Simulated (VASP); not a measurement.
# Rh in VASP: further runs

The runs below take Rh through electric field gradients, with PBEsol.

Program: VASP 6.6.1. These are calculated values, not measurements. Logs are shortened: lines on timing, memory, paths and dates and some standing lists are left out, and cuts for length are marked.

## (1) The cell of the first run

The structure is cubic, space group Fm-3m (No. 225). The conventional cell has a = 3.725 Å, b = 3.725 Å, c = 3.725 Å, α = 90.00°, β = 90.00°, γ = 90.00°. Within 3.5 Å of Rh (site symmetry m-3m) lie 12 Rh at 2.63 Å.

## (2) Electric field gradients, PBEsol (12.93 Å³/atom)

INCAR

```
SYSTEM = Rh
  ALGO = Normal
  EDIFF = 1E-8
  ENCUT = 400
  GGA = PS
  GGA_COMPAT = .FALSE.
  ISIF = 2
  ISMEAR = -1
  LASPH = .TRUE.
  LCHARG = .FALSE.
  LEFG = .TRUE.
  LREAL = .FALSE.
  LWAVE = .FALSE.
  NBANDS = 14
  NELM = 120
  PREC = Accurate
  SIGMA = 0.08
```

KPOINTS

```
k-points
0
G
  16 16 16
  0 0 0
```

POSCAR

```
Rh
1.0
    0.0000000000      1.8627319650      1.8627319650
    1.8627319650      0.0000000000      1.8627319650
    1.8627319650      1.8627319650      0.0000000000
Rh
1
Direct
    0.0000000000      0.0000000000      0.0000000000
```

Potentials or basis: VASP PAW PBE potentials, release 64 (Rh_pv).

Run with:

```console
> cat potpaw_PBE.64/Rh_pv/POTCAR > POTCAR
> mpirun -np 1 vasp_std > vasp.out
```

OUTCAR:

```text
SYSTEM = Rh
   EDIFF = 1E-8
   ENCUT = 400
   GGA = PS
   ISIF = 2
   ISMEAR = -1
   LASPH = .TRUE.
   LREAL = .FALSE.
   NELM = 120
   PREC = Accurate

 ion  position               nearest neighbor table
   1  0.000  0.000  0.000-

  LATTYP: Found a face centered cubic cell.
 ALAT       =     3.7254639300

  Lattice vectors:

 A1 = (   0.0000000000,   1.8627319650,   1.8627319650)
 A2 = (   1.8627319650,   0.0000000000,   1.8627319650)
 A3 = (   1.8627319650,   1.8627319650,   0.0000000000)

Analysis of symmetry for initial positions (statically):
=====================================================================
 Subroutine PRICEL returns:
 Original cell was already a primitive cell.

 Routine SETGRP: Setting up the symmetry group for a
 face centered cubic supercell.

 Subroutine GETGRP returns: Found 48 space group operations
 (whereof 48 operations were pure point group operations)
 out of a pool of 48 trial point group operations.

The static configuration has the point symmetry O_h .

Analysis of symmetry for dynamics (positions and initial velocities):
=====================================================================
 Subroutine PRICEL returns:
 Original cell was already a primitive cell.

 Routine SETGRP: Setting up the symmetry group for a
 face centered cubic supercell.

 Subroutine GETGRP returns: Found 48 space group operations
 (whereof 48 operations were pure point group operations)
 out of a pool of 48 trial point group operations.

The dynamic configuration has the point symmetry O_h .

 Subroutine INISYM returns: Found 48 space group operations
 (whereof 48 operations are pure point group operations),
 and found     1 'primitive' translations

----------------------------------------------------------------------------------------

                                     Primitive cell

  volume of cell :      12.9265

  direct lattice vectors                    reciprocal lattice vectors
     0.000000000  1.862731965  1.862731965    -0.268422945  0.268422945  0.268422945
     1.862731965  0.000000000  1.862731965     0.268422945 -0.268422945  0.268422945
     1.862731965  1.862731965  0.000000000     0.268422945  0.268422945 -0.268422945

  length of vectors
     2.634300808  2.634300808  2.634300808     0.464922179  0.464922179  0.464922179

  position of ions in fractional coordinates (direct lattice)
     0.000000000  0.000000000  0.000000000

  ion indices of the primitive-cell ions
   primitive index   ion index
                 1           1

----------------------------------------------------------------------------------------

 KPOINTS: k-points

Automatic generation of k-mesh.
 Grid dimensions read from file:
 generate k-points for:   16   16   16

 Generating k-lattice:

  Cartesian coordinates                     Fractional coordinates (reciprocal lattice)
    -0.016776434  0.016776434  0.016776434     0.062500000  0.000000000  0.000000000
     0.016776434 -0.016776434  0.016776434     0.000000000  0.062500000  0.000000000
     0.016776434  0.016776434 -0.016776434     0.000000000  0.000000000  0.062500000

  Length of vectors
     0.029057636  0.029057636  0.029057636

  Shift w.r.t. Gamma in fractional coordinates (k-lattice)
     0.000000000  0.000000000  0.000000000

 Subroutine IBZKPT returns following result:
 ===========================================

 Found    145 irreducible k-points:

 Following reciprocal coordinates:
            Coordinates               Weight
  0.000000  0.000000  0.000000      1.000000
  0.062500  0.000000  0.000000      8.000000
  0.125000  0.000000  0.000000      8.000000
  0.187500  0.000000  0.000000      8.000000
  0.250000  0.000000  0.000000      8.000000
  0.312500  0.000000  0.000000      8.000000
[... 16 lines left out ...]
 -0.125000  0.062500  0.000000     24.000000
 -0.062500  0.062500  0.000000     12.000000
 [... further k-points ...]
   k-points           NKPTS =    145   k-points in BZ     NKDIM =    145   number of bands    NBANDS=     14
   number of dos      NEDOS =    301   number of ions     NIONS =      1
   total plane-waves  NPLWV =   5832
   dimension x,y,z NGX =    18 NGY =   18 NGZ =   18
   dimension x,y,z NGXF=    36 NGYF=   36 NGZF=   36
   ions per type =               1
   NGX,Y,Z   is equivalent  to a cutoff of  11.36, 11.36, 11.36 a.u.
   NGXF,Y,Z  is equivalent  to a cutoff of  22.72, 22.72, 22.72 a.u.
 SYSTEM =  Rh
   PREC   = accura    normal or accurate (medium, high low for compatibility)
   ISTART =      0    job   : 0-new  1-cont  2-samecut
   ICHARG =      2    charge: 1-file 2-atom 10-const
   ISPIN  =      1    spin polarized calculation?
   LNONCOLLINEAR =      F non collinear calculations
   LSORBIT =      F    spin-orbit coupling
   LASPH  =      T    aspherical Exc in radial PAW
   ENCUT  =  400.0 eV  29.40 Ry    5.42 a.u.   4.30  4.30  4.30*2*pi/ulx,y,z
   NELM   =    120;   NELMIN=  2; NELMDL= -5     # of ELM steps
   EDIFF  = 0.1E-07   stopping-criterion for ELM
   LREAL  =      F    real-space projection
   EDIFFG = 0.1E-06   stopping-criterion for IOM
   NSW    =      0    number of steps for IOM
   IBRION =     -1    ionic relax: 0-MD 1-quasi-New 2-CG
   NFREE  =      0    steps in history (QN), initial steepest desc. (CG)
   ISIF   =      2    stress and relaxation
   ISYM   =      2    0-nonsym 1-usesym 2-fastsym
   POTIM  = 0.5000    time-step for ionic-motion
   TEBEG  =    0.0;   TEEND  =   0.0 temperature during run
   PSTRESS=    0.0 pullay stress
   NELECT =      15.0000    total number of electrons
   NUPDOWN=      -1.0000    fix difference up-down
   EMIN   =  10.00;   EMAX   =-10.00  energy-range for DOS
   EFERMI =   0.00;   METHOD = LEGACY
   ISMEAR =    -1;   SIGMA  =   0.08  broadening in eV -4-tet -1-fermi 0-gaus
   EFERMI_NEDOS =   21; number of points for ismear=-14 and -15
   IALGO  =     38    algorithm
   IMIX   =      4    mixing-type and parameters
     AMIX     =   0.40;   BMIX     =  1.00
     AMIX_MAG =   1.60;   BMIX_MAG =  1.00
  volume/ion in A,a.u.               =      12.93        87.23
  Fermi-wavevector in a.u.,A,eV,Ry     =   1.720329  3.250951 40.266883  2.959532
  Thomas-Fermi vector in A             =   2.796789
   LORBIT       =      0    0 simple, 1 ext, 2 COOP (PROOUT), +10 PAW based schemes
   GGA     = PS    functional components
   LHFCALC =     F    Hartree Fock is set to
   AEXX    =    0.0000 exact exchange contribution
   IVDW    =     0    specifies the selected vdW correction
   LEPSILON=     F    determine dielectric tensor
   LRPA    =     F    only Hartree local field effects (RPA)
 non-spin polarized calculation
  energy-cutoff  :      400.00
  volume of cell :       12.93
 maximum number of plane-waves:       259
 NGX is ok and might be reduce to    18
   NGX =  9   NGY =  9   NGZ =  9

 number of electron      15.0000002 magnetization

 Free energy of the ion-electron system (eV)
  ---------------------------------------------------
  ext. energy  EPLUGINS =         0.00000000
  ---------------------------------------------------
  free energy    TOTEN  =        -8.12494058 eV

  energy without entropy =       -8.09807559  energy(sigma->0) =       -8.11150809

 E-fermi :  12.9221     XC(G=0): -14.6192

 val. band max:       12.9193888339   @ k =   0.3125   0.2500   0.0000
 cond. band min:      12.9251301172   @ k =  -0.3750   0.0625   0.0000
 fundamental gap:      0.0057412833
 Fermi energy:        12.9220922723

 k-point     1 :       0.0000    0.0000    0.0000
  band No.  band energies     occupation
      1     -33.5118      2.00000
      2     -33.5118      2.00000
      3     -33.5118      2.00000
      4       4.4054      2.00000
      5       9.5221      2.00000
      6       9.5221      2.00000
      7       9.5221      2.00000
      8      11.8504      2.00000
      9      11.8504      2.00000
     10      28.7921      0.00000
     11      33.1392      0.00000
     12      34.6004      0.00000
     13      34.6004      0.00000
     14      34.6004      0.00000

 k-point     2 :       0.0625    0.0000    0.0000
  band No.  band energies     occupation
      1     -33.5475      2.00000
      2     -33.5166      2.00000
      3     -33.5166      2.00000
      4       4.5729      2.00000
      5       9.4440      2.00000
      6       9.5894      2.00000
      7       9.5894      2.00000
      8      11.8108      2.00000
      9      11.8108      2.00000
     10      29.0502      0.00000
     11      33.1362      0.00000
     12      33.7336      0.00000
     13      34.8569      0.00000
     14      34.8569      0.00000

 k-point     3 :       0.1250    0.0000    0.0000
  band No.  band energies     occupation
      1     -33.6487      2.00000
      2     -33.5298      2.00000
      3     -33.5298      2.00000
      4       5.0446      2.00000
      5       9.2608      2.00000
      6       9.7579      2.00000
      7       9.7579      2.00000
      8      11.7349      2.00000
      9      11.7349      2.00000
     10      29.7275      0.00000
     11      32.0191      0.00000
     12      33.1436      0.00000
     13      35.5968      0.00000
     14      35.5968      0.00000
[... 324 lines left out ...]
 k-point    23 :      -0.1250    0.0625    0.0000
  band No.  band energies     occupation
      1     -33.7089      2.00000
      2     -33.5636      2.00000
      3     -33.5290      2.00000
      4       5.3904      2.00000
      5       9.0851      2.00000
      6       9.8789      2.00000
      7       9.9141      2.00000
      8      11.4584      2.00000
      9      11.9602      1.99999
     10      30.1893      0.00000
     11      31.3947      0.00000
     12      33.1428      0.00000
     13      35.1057      0.00000
     14      36.6181      0.00000

 k-point    24 :      -0.0625    0.0625    0.0000
  band No.  band energies     occupation
      1     -33.5972      2.00000
      2     -33.5375      2.00000
      3     -33.5181      2.00000
      4       4.8434      2.00000
      5       9.2982      2.00000
      6       9.6817      2.00000
      7       9.7356      2.00000
      8      11.6381      2.00000
      9      11.8761      2.00000
     10      29.4545      0.00000
     11      32.8821      0.00000
     12      33.1533      0.00000
     13      34.7266      0.00000
     14      35.5234      0.00000

 [... further k-points ...]

------------------------ aborting loop because EDIFF is reached ----------------------------------------

  FORCE on cell =-STRESS in cart. coord.  units (eV):
  Direction    XX          YY          ZZ          XY          YZ          ZX
  --------------------------------------------------------------------------------------
  -------------------------------------------------------------------------------------
  Total        1.0749726      1.0749726      1.0749726      0.0000000      0.0000000      0.0000000
  in kB      133.2376219    133.2376219    133.2376219      0.0000000      0.0000000      0.0000000
  external PRESSURE =     133.2376219 kB  Pullay stress =       0.0000000 kB

 VOLUME and BASIS-vectors are now :
 -----------------------------------------------------------------------------
  energy-cutoff  :      400.00
  volume of cell :       12.93
      direct lattice vectors                 reciprocal lattice vectors
     0.000000000  1.862731965  1.862731965    -0.268422945  0.268422945  0.268422945
     1.862731965  0.000000000  1.862731965     0.268422945 -0.268422945  0.268422945
     1.862731965  1.862731965  0.000000000     0.268422945  0.268422945 -0.268422945

 POSITION                                       TOTAL-FORCE (eV/Angst)
 -----------------------------------------------------------------------------------
      0.00000      0.00000      0.00000        -0.000000     -0.000000      0.000000
 -----------------------------------------------------------------------------------
    total drift:                                0.000000      0.000000     -0.000000

  FREE ENERGIE OF THE ION-ELECTRON SYSTEM (eV)
  ---------------------------------------------------
  free  energy   TOTEN  =        -8.1249405791 eV

  energy  without entropy=       -8.0980755917  energy(sigma->0) =       -8.11150809

 Electric field gradients (V/A^2)
---------------------------------------------------------------------
 ion       V_xx      V_yy      V_zz      V_xy      V_xz      V_yz
---------------------------------------------------------------------
   1       0.000    -0.000     0.000     0.001     0.001     0.001
---------------------------------------------------------------------

 Electric field gradients after diagonalization (V/A^2)
 (convention: |V_zz| > |V_xx| > |V_yy|)
----------------------------------------------------------------------
 ion       V_xx      V_yy      V_zz     asymmetry (V_yy - V_xx)/ V_zz
----------------------------------------------------------------------
   1      -0.001    -0.001     0.002       0.000
----------------------------------------------------------------------

           NMR quadrupolar parameters

 Cq : quadrupolar parameter    Cq=e*Q*V_zz/h
 eta: asymmetry parameters     (V_yy - V_xx)/ V_zz
 Q  : nuclear electric quadrupole moment in mb (millibarn)
----------------------------------------------------------------------
 ion       Cq(MHz)       eta       Q (mb)
----------------------------------------------------------------------
   1       0.000       0.000       1.000
----------------------------------------------------------------------
```

It took 12 s on 1 thread of Intel Xeon Platinum 8375C at 2.90GHz (Ice Lake), shared host; peak memory 0.12 GiB.

Results:

```yaml
Free_energy: -8.1249 eV
Pressure: 13.3 GPa
Band_gap_on_the_k_mesh: zero (an odd number of electrons rules out a gap without spin polarisation)
Largest_electric_field_gradient_by_atom: zero within the noise of the run
```

Levels at points of the mesh, in eV from the Fermi level:
| k point | band 5 | band 6 | band 7 | band 8 | band 9 | band 10 |
| --- | --- | --- | --- | --- | --- | --- |
| (0.00, 0.00, 0.00) | -3.40 | -3.40 | -3.40 | -1.07 | -1.07 | 15.87 |
| (0.50, 0.00, 0.00) | -3.49 | -3.49 | 0.59 | 0.66 | 0.66 | 9.25 |
| (0.50, 0.50, 0.00) | -6.55 | 0.64 | 1.12 | 1.12 | 3.27 | 13.05 |

Caveat: the cell stands under pressure; the PAW data sets were made with another functional, which shifts forces and pressure a little.

## (3) Electric field gradients, PBEsol (zz strain of -3 %)

INCAR

```
  PREC = Accurate
  ENCUT = 400
  EDIFF = 1E-8
  ISMEAR = -1
  SIGMA = 0.08
  LREAL = F
  LASPH = T
  NELM = 120
  ALGO = Normal
  ISIF = 2
  LWAVE = F
  LCHARG = F
  GGA = PS
  LEFG = T
  NBANDS = 14
  GGA_COMPAT = F
```

KPOINTS

```
regular mesh
0
Gamma
  16 16 16
```

POSCAR

```
Rh
1.0
    0.0000000000      1.9015500000      1.8445035000
    1.9015500000      0.0000000000      1.8445035000
    1.9015500000      1.9015500000      0.0000000000
Rh
1
Direct
    0.0000000000      0.0000000000      0.0000000000
```

Potentials or basis: VASP PAW PBE potentials, release 64 (Rh_pv).

Run with:

```console
> cat potpaw_PBE.64/Rh_pv/POTCAR > POTCAR
> mpirun -np 1 vasp_std > vasp.out
```

OUTCAR:

```text
PREC = Accurate
   ENCUT = 400
   EDIFF = 1E-8
   ISMEAR = -1
   LREAL = F
   LASPH = T
   NELM = 120
   ISIF = 2
   GGA = PS

 ion  position               nearest neighbor table
   1  0.000  0.000  0.000-

  LATTYP: Found a body centered tetragonal cell.
 ALAT       =     2.6891977995
 C/A-ratio  =     1.3717871555

  Lattice vectors:

 A1 = (   0.0000000000,  -1.9015500000,  -1.8445035000)
 A2 = (   0.0000000000,   1.9015500000,  -1.8445035000)
 A3 = (   1.9015500000,   0.0000000000,   1.8445035000)
[... 613 lines left out ...]
    total drift:                                0.000000     -0.000000     -0.000000

  FREE ENERGIE OF THE ION-ELECTRON SYSTEM (eV)
  ---------------------------------------------------
  free  energy   TOTEN  =        -8.1420399112 eV

  energy  without entropy=       -8.1138458916  energy(sigma->0) =       -8.12794290

 Electric field gradients (V/A^2)
---------------------------------------------------------------------
 ion       V_xx      V_yy      V_zz      V_xy      V_xz      V_yz
---------------------------------------------------------------------
   1       1.626     1.626    -3.253     0.000     0.001     0.001
---------------------------------------------------------------------

 Electric field gradients after diagonalization (V/A^2)
 (convention: |V_zz| > |V_xx| > |V_yy|)
----------------------------------------------------------------------
 ion       V_xx      V_yy      V_zz     asymmetry (V_yy - V_xx)/ V_zz
----------------------------------------------------------------------
   1       1.627     1.626    -3.253       0.000
----------------------------------------------------------------------

           NMR quadrupolar parameters

 Cq : quadrupolar parameter    Cq=e*Q*V_zz/h
 eta: asymmetry parameters     (V_yy - V_xx)/ V_zz
 Q  : nuclear electric quadrupole moment in mb (millibarn)
----------------------------------------------------------------------
 ion       Cq(MHz)       eta       Q (mb)
----------------------------------------------------------------------
   1      -0.008       0.000       1.000
----------------------------------------------------------------------
```

Run time: 26 s. Hardware: 1 thread of Intel Xeon Platinum 8375C at 2.90GHz (Ice Lake), shared host; peak memory 0.15 GiB.

What came out:

```
Free energy                             : -8.1420 eV
Pressure                                : 2.8 GPa
Band gap on the k mesh                  : zero (an odd number of electrons rules out a gap without spin polarisation)
Largest electric field gradient by atom : Rh -3.3 V/Å²
```

Electric field gradients, principal values (V/Å²):
```
atom  least  middle  greatest (by size)
1 Rh  1.626   1.627              -3.253
```

Caveat: the cell differs from its parent crystal (zz strain of -3 %); without QUAD_EFG the Cq values of the log hold for a quadrupole moment of 1 mb, not for the nuclei; the PAW data sets were made with another functional, which shifts forces and pressure a little.

(Continued in part 2 of 2.)
